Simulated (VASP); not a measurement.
# In (Im-3m) in VASP: settings compared

The runs below take In through single point, with LDA, RPBE, revPBE, BLYP, PBE.

Program: VASP 6.6.1. These are calculated values, not measurements. Logs are shortened: lines on timing, memory, paths and dates and some standing lists are left out, and cuts for length are marked.

### 1 The cell of the first run

Symmetry: Im-3m, No. 229, cubic system. The conventional cell has a = 3.675 Å, b = 3.675 Å, c = 3.675 Å, α = 90.00°, β = 90.00°, γ = 90.00°. In (site symmetry m-3m) has 14 In at 3.18 to 3.67 Å within 4.2 Å.

### 2 Single point, LDA

INCAR

```
SYSTEM = In
ALGO = Normal
EDIFF = 1E-6
ENCUT = 520
ISIF = 2
ISMEAR = -1
LASPH = .TRUE.
LCHARG = .TRUE.
LELF = .TRUE.
LREAL = .FALSE.
LVHAR = .TRUE.
LWAVE = .FALSE.
NBANDS = 12
NELM = 100
PREC = Accurate
SIGMA = 0.05
```

KPOINTS

```
k-points
0
G
  10 10 10
  0 0 0
```

POSCAR

```
In
1.0
   -1.8373071804      1.8373071804      1.8373071804
    1.8373071804     -1.8373071804      1.8373071804
    1.8373071804      1.8373071804     -1.8373071804
In
1
Direct
    0.0000000000      0.0000000000      0.0000000000
```

Potentials or basis: VASP PAW LDA potentials, release 64 (In_d).

On the command line:

```
$ cat potpaw_LDA.64/In_d/POTCAR > POTCAR
$ mpirun -np 1 vasp_std > vasp.out
```

OUTCAR:

```text
SYSTEM = In
   EDIFF = 1E-6
   ENCUT = 520
   ISIF = 2
   ISMEAR = -1
   LASPH = .TRUE.
   LREAL = .FALSE.
   NELM = 100
   PREC = Accurate

 ion  position               nearest neighbor table
   1  0.000  0.000  0.000-

  LATTYP: Found a body centered cubic cell.
 ALAT       =     3.6746143608

  Lattice vectors:

 A1 = (  -1.8373071804,   1.8373071804,   1.8373071804)
 A2 = (   1.8373071804,  -1.8373071804,   1.8373071804)
 A3 = (   1.8373071804,   1.8373071804,  -1.8373071804)

Analysis of symmetry for initial positions (statically):
=====================================================================
 Subroutine PRICEL returns:
 Original cell was already a primitive cell.

 Routine SETGRP: Setting up the symmetry group for a
 body centered cubic supercell.

 Subroutine GETGRP returns: Found 48 space group operations
 (whereof 48 operations were pure point group operations)
 out of a pool of 48 trial point group operations.

The static configuration has the point symmetry O_h .

Analysis of symmetry for dynamics (positions and initial velocities):
=====================================================================
 Subroutine PRICEL returns:
 Original cell was already a primitive cell.

 Routine SETGRP: Setting up the symmetry group for a
 body centered cubic supercell.

 Subroutine GETGRP returns: Found 48 space group operations
 (whereof 48 operations were pure point group operations)
 out of a pool of 48 trial point group operations.

The dynamic configuration has the point symmetry O_h .

 Subroutine INISYM returns: Found 48 space group operations
 (whereof 48 operations are pure point group operations),
 and found     1 'primitive' translations

----------------------------------------------------------------------------------------

                                     Primitive cell

  volume of cell :      24.8088

  direct lattice vectors                    reciprocal lattice vectors
    -1.837307180  1.837307180  1.837307180     0.000000000  0.272137401  0.272137401
     1.837307180 -1.837307180  1.837307180     0.272137401  0.000000000  0.272137401
     1.837307180  1.837307180 -1.837307180     0.272137401  0.272137401  0.000000000

  length of vectors
     3.182309386  3.182309386  3.182309386     0.384860403  0.384860403  0.384860403

  position of ions in fractional coordinates (direct lattice)
     0.000000000  0.000000000  0.000000000

  ion indices of the primitive-cell ions
   primitive index   ion index
                 1           1

----------------------------------------------------------------------------------------
[... 80 lines left out ...]
   PSTRESS=    0.0 pullay stress
   NELECT =      13.0000    total number of electrons
   NUPDOWN=      -1.0000    fix difference up-down
   EMIN   =  10.00;   EMAX   =-10.00  energy-range for DOS
   EFERMI =   0.00;   METHOD = LEGACY
   ISMEAR =    -1;   SIGMA  =   0.05  broadening in eV -4-tet -1-fermi 0-gaus
   EFERMI_NEDOS =   21; number of points for ismear=-14 and -15
   IALGO  =     38    algorithm
   IMIX   =      4    mixing-type and parameters
     AMIX     =   0.40;   BMIX     =  1.00
     AMIX_MAG =   1.60;   BMIX_MAG =  1.00
  volume/ion in A,a.u.               =      24.81       167.42
  Fermi-wavevector in a.u.,A,eV,Ry     =   1.319839  2.494133 23.700996  1.741974
  Thomas-Fermi vector in A             =   2.449708
   LORBIT       =      0    0 simple, 1 ext, 2 COOP (PROOUT), +10 PAW based schemes
   GGA     = CA    functional components
   LHFCALC =     F    Hartree Fock is set to
   AEXX    =    0.0000 exact exchange contribution
   IVDW    =     0    specifies the selected vdW correction
   LEPSILON=     F    determine dielectric tensor
   LRPA    =     F    only Hartree local field effects (RPA)
 non-spin polarized calculation
  energy-cutoff  :      520.00
  volume of cell :       24.81
 maximum number of plane-waves:       682
   NGX = 11   NGY = 11   NGZ = 11

 number of electron      12.9999994 magnetization

 Free energy of the ion-electron system (eV)
  ---------------------------------------------------
  ext. energy  EPLUGINS =         0.00000000
  ---------------------------------------------------
  free energy    TOTEN  =        -3.20928167 eV

  energy without entropy =       -3.20417370  energy(sigma->0) =       -3.20672769

 E-fermi :   7.7678     XC(G=0): -10.7849

 val. band max:        7.7408830161   @ k =   0.3000   0.3000   0.0000
 cond. band min:       7.7943333864   @ k =   0.2000   0.2000   0.2000
 fundamental gap:      0.0534503703
 Fermi energy:         7.7677782896

 k-point     1 :       0.0000    0.0000    0.0000
  band No.  band energies     occupation
      1      -6.8284      2.00000
      2      -6.8284      2.00000
      3      -6.8284      2.00000
      4      -6.5044      2.00000
      5      -6.5044      2.00000
      6      -2.0961      2.00000
      7      19.3919      0.00000
      8      19.3919      0.00000
      9      19.3919      0.00000
     10      21.0938      0.00000
     11      21.0938      0.00000
     12      21.0938      0.00000
[... 331 lines left out ...]
 k-point    24 :      -0.3000    0.3000    0.1000
  band No.  band energies     occupation
      1      -6.8645      2.00000
      2      -6.7947      2.00000
      3      -6.5900      2.00000
      4      -6.5217      2.00000
      5      -6.4981      2.00000
      6       0.3729      2.00000
      7      10.2313      0.00000
      8      14.2159      0.00000
      9      15.4066      0.00000
     10      19.1961      0.00000
     11      20.1628      0.00000
     12      21.0632      0.00000

 [... further k-points ...]

------------------------ aborting loop because EDIFF is reached ----------------------------------------

  FORCE on cell =-STRESS in cart. coord.  units (eV):
  Direction    XX          YY          ZZ          XY          YZ          ZX
  --------------------------------------------------------------------------------------
  -------------------------------------------------------------------------------------
  Total        0.0002378      0.0002378      0.0002378      0.0000000      0.0000000     -0.0000000
  in kB        0.0153592      0.0153592      0.0153592      0.0000000      0.0000000     -0.0000000
  external PRESSURE =       0.0153592 kB  Pullay stress =       0.0000000 kB

 VOLUME and BASIS-vectors are now :
 -----------------------------------------------------------------------------
  energy-cutoff  :      520.00
  volume of cell :       24.81
      direct lattice vectors                 reciprocal lattice vectors
    -1.837307180  1.837307180  1.837307180     0.000000000  0.272137401  0.272137401
     1.837307180 -1.837307180  1.837307180     0.272137401  0.000000000  0.272137401
     1.837307180  1.837307180 -1.837307180     0.272137401  0.272137401  0.000000000

 POSITION                                       TOTAL-FORCE (eV/Angst)
 -----------------------------------------------------------------------------------
      0.00000      0.00000      0.00000        -0.000000      0.000000      0.000000
 -----------------------------------------------------------------------------------
    total drift:                               -0.000000      0.000000      0.000000

  FREE ENERGIE OF THE ION-ELECTRON SYSTEM (eV)
  ---------------------------------------------------
  free  energy   TOTEN  =        -3.2092816714 eV

  energy  without entropy=       -3.2041737035  energy(sigma->0) =       -3.20672769
```

Run time: 13 s. Hardware: 1 thread of AMD EPYC 7R13 (Zen 3), shared host; peak memory 0.1 GiB.

Results:

```yaml
Free_energy: -3.2093 eV
Pressure: 0.0 GPa
```

Caveat: spin-orbit coupling is left out, which moves the levels of the heavy elements.

### 3 Single point, RPBE

This run uses another cell than the first one, of 26.69 Å³/atom, 1.076 times its volume.

INCAR

```
SYSTEM = In
  PREC = Accurate
  ENCUT = 520
  EDIFF = 1E-7
  ISMEAR = -1
  SIGMA = 0.05
  LREAL = .False.
  LASPH = .True.
  NELM = 60
  ALGO = Normal
  ISIF = 2
  LWAVE = .False.
  LCHARG = .False.
  GGA = RP
  NBANDS = 12
```

KPOINTS

```
regular mesh
0
Gamma
  10 10 10
  0 0 0
```

POSCAR

```
In
1.0
   -1.8825252400      1.8825252400      1.8825252400
    1.8825252400     -1.8825252400      1.8825252400
    1.8825252400      1.8825252400     -1.8825252400
In
1
Direct
    0.0000000000      0.0000000000      0.0000000000
```

Potentials or basis: VASP PAW PBE potentials, release 64 (In_d).

On the command line:

```
$ cat potpaw_PBE.64/In_d/POTCAR > POTCAR
$ mpirun -np 1 vasp_std > vasp.out
```

OUTCAR:

```text
SYSTEM = In
   PREC = Accurate
   ENCUT = 520
   EDIFF = 1E-7
   ISMEAR = -1
   LREAL = .False.
   LASPH = .True.
   NELM = 60
   ISIF = 2
   GGA = RP

 ion  position               nearest neighbor table
   1  0.000  0.000  0.000-

  LATTYP: Found a body centered cubic cell.
 ALAT       =     3.7650504800

  Lattice vectors:

 A1 = (  -1.8825252400,   1.8825252400,   1.8825252400)
 A2 = (   1.8825252400,  -1.8825252400,   1.8825252400)
 A3 = (   1.8825252400,   1.8825252400,  -1.8825252400)

Analysis of symmetry for initial positions (statically):
=====================================================================
 Subroutine PRICEL returns:
 Original cell was already a primitive cell.

 Routine SETGRP: Setting up the symmetry group for a
 body centered cubic supercell.

 Subroutine GETGRP returns: Found 48 space group operations
 (whereof 48 operations were pure point group operations)
 out of a pool of 48 trial point group operations.

The static configuration has the point symmetry O_h .

Analysis of symmetry for dynamics (positions and initial velocities):
=====================================================================
 Subroutine PRICEL returns:
 Original cell was already a primitive cell.

 Routine SETGRP: Setting up the symmetry group for a
 body centered cubic supercell.

 Subroutine GETGRP returns: Found 48 space group operations
 (whereof 48 operations were pure point group operations)
 out of a pool of 48 trial point group operations.

The dynamic configuration has the point symmetry O_h .

 Subroutine INISYM returns: Found 48 space group operations
 (whereof 48 operations are pure point group operations),
 and found     1 'primitive' translations

----------------------------------------------------------------------------------------

                                     Primitive cell
[... 107 lines left out ...]
   IMIX   =      4    mixing-type and parameters
     AMIX     =   0.40;   BMIX     =  1.00
     AMIX_MAG =   1.60;   BMIX_MAG =  1.00
  volume/ion in A,a.u.               =      26.69       180.09
  Fermi-wavevector in a.u.,A,eV,Ry     =   1.288136  2.434225 22.576080  1.659295
  Thomas-Fermi vector in A             =   2.420108
   LORBIT       =      0    0 simple, 1 ext, 2 COOP (PROOUT), +10 PAW based schemes
   GGA     = RP    functional components
   LHFCALC =     F    Hartree Fock is set to
   AEXX    =    0.0000 exact exchange contribution
   IVDW    =     0    specifies the selected vdW correction
   LEPSILON=     F    determine dielectric tensor
   LRPA    =     F    only Hartree local field effects (RPA)
 non-spin polarized calculation
  energy-cutoff  :      520.00
  volume of cell :       26.69
 maximum number of plane-waves:       736
   NGX = 13   NGY = 13   NGZ = 13

 number of electron      13.0000005 magnetization

 Free energy of the ion-electron system (eV)
  ---------------------------------------------------
  ext. energy  EPLUGINS =         0.00000000
  ---------------------------------------------------
  free energy    TOTEN  =        -2.17564284 eV

  energy without entropy =       -2.17013969  energy(sigma->0) =       -2.17289127

 E-fermi :   7.3823     XC(G=0): -10.0654

 val. band max:        7.1317835755   @ k =   0.3000   0.2000   0.0000
 cond. band min:       7.3881096295   @ k =   0.3000   0.3000   0.0000
 fundamental gap:      0.2563260539
 Fermi energy:         7.3823395495

 k-point     1 :       0.0000    0.0000    0.0000
  band No.  band energies     occupation
      1      -7.2814      2.00000
      2      -7.2814      2.00000
      3      -7.2814      2.00000
      4      -7.0196      2.00000
      5      -7.0196      2.00000
      6      -1.9567      2.00000
      7      18.4089      0.00000
      8      18.4089      0.00000
      9      18.4089      0.00000
     10      20.3299      0.00000
     11      20.3299      0.00000
     12      20.3300      0.00000
[... 331 lines left out ...]
 k-point    24 :      -0.3000    0.3000    0.1000
  band No.  band energies     occupation
      1      -7.3085      2.00000
      2      -7.2466      2.00000
      3      -7.0874      2.00000
      4      -7.0337      2.00000
      5      -7.0136      2.00000
      6       0.3659      2.00000
      7       9.7000      0.00000
      8      13.5412      0.00000
      9      14.6622      0.00000
     10      18.2878      0.00000
     11      19.1979      0.00000
     12      20.0350      0.00000

 [... further k-points ...]
[... 5 lines left out ...]
  --------------------------------------------------------------------------------------
  -------------------------------------------------------------------------------------
  Total        0.5164422      0.5164422      0.5164422     -0.0000000      0.0000000      0.0000000
  in kB       31.0062970     31.0062970     31.0062970     -0.0000000      0.0000000      0.0000000
  external PRESSURE =      31.0062970 kB  Pullay stress =       0.0000000 kB

 VOLUME and BASIS-vectors are now :
 -----------------------------------------------------------------------------
  energy-cutoff  :      520.00
  volume of cell :       26.69
      direct lattice vectors                 reciprocal lattice vectors
    -1.882525240  1.882525240  1.882525240     0.000000000  0.265600689  0.265600689
     1.882525240 -1.882525240  1.882525240     0.265600689  0.000000000  0.265600689
     1.882525240  1.882525240 -1.882525240     0.265600689  0.265600689  0.000000000

 POSITION                                       TOTAL-FORCE (eV/Angst)
 -----------------------------------------------------------------------------------
      0.00000      0.00000      0.00000        -0.000000     -0.000000      0.000000
 -----------------------------------------------------------------------------------
    total drift:                               -0.000000      0.000000      0.000000

  FREE ENERGIE OF THE ION-ELECTRON SYSTEM (eV)
  ---------------------------------------------------
  free  energy   TOTEN  =        -2.1756428438 eV

  energy  without entropy=       -2.1701396943  energy(sigma->0) =       -2.17289127
```

Wall time 16 s (1 thread of AMD EPYC 7R13 (Zen 3), shared host); peak memory 0.11 GiB.

What came out:

| Quantity | Value |
| --- | --- |
| Free energy | -2.1756 eV |
| Pressure | 3.1 GPa |

Levels at points of the mesh, in eV from the Fermi level:
```csv
k point,band 4,band 5,band 6,band 7,band 8,band 9
"(0.00, 0.00, 0.00)",-14.40,-14.40,-9.34,11.03,11.03,11.03
"(0.50, 0.00, 0.00)",-14.40,-14.24,-3.83,-3.06,5.93,7.33
"(0.50, 0.50, 0.50)",-14.28,-14.28,1.02,1.33,1.33,1.33
```

Caveat: the PAW data sets were made with another functional, which shifts forces and pressure a little; spin-orbit coupling is left out, which moves the levels of the heavy elements.

### 4 Single point, revPBE

This run uses another cell than the first one, of 26.69 Å³/atom, 1.076 times its volume.

INCAR

```
  PREC = Accurate
  ENCUT = 520
  EDIFF = 1E-6
  ISMEAR = -1
  SIGMA = 0.05
  LREAL = F
  LASPH = T
  NELM = 100
  ALGO = Normal
  ISIF = 2
  LWAVE = F
  LCHARG = F
  GGA = RE
  NBANDS = 12
```

KPOINTS

```
Automatic mesh
0
Gamma
  10 10 10
```

POSCAR is that of step 3.

On the command line:

```
$ cat potpaw_PBE.64/In_d/POTCAR > POTCAR
$ mpirun -np 1 vasp_std > vasp.out
```

Run time: 13 s. Hardware: 1 thread of AMD EPYC 7R13 (Zen 3), shared host; peak memory 0.11 GiB.

Results (log left out):

```yaml
Free_energy: -2.2426 eV
Pressure: 2.6 GPa
```

Levels at points of the mesh, in eV from the Fermi level:
| k point | band 3 | band 4 | band 5 | band 6 | band 7 | band 8 | band 9 | band 10 |
| --- | --- | --- | --- | --- | --- | --- | --- | --- |
| (0.00, 0.00, 0.00) | -14.65 | -14.38 | -14.38 | -9.34 | 11.01 | 11.01 | 11.01 | 12.96 |
| (0.50, 0.00, 0.00) | -14.40 | -14.39 | -14.22 | -3.84 | -3.06 | 5.92 | 7.33 | 10.03 |
| (0.50, 0.50, 0.50) | -14.26 | -14.26 | -14.26 | 1.01 | 1.33 | 1.33 | 1.33 | 5.26 |

Caveat: the PAW data sets were made with another functional, which shifts forces and pressure a little; spin-orbit coupling is left out, which moves the levels of the heavy elements.

(Continued in part 2 of 2.)
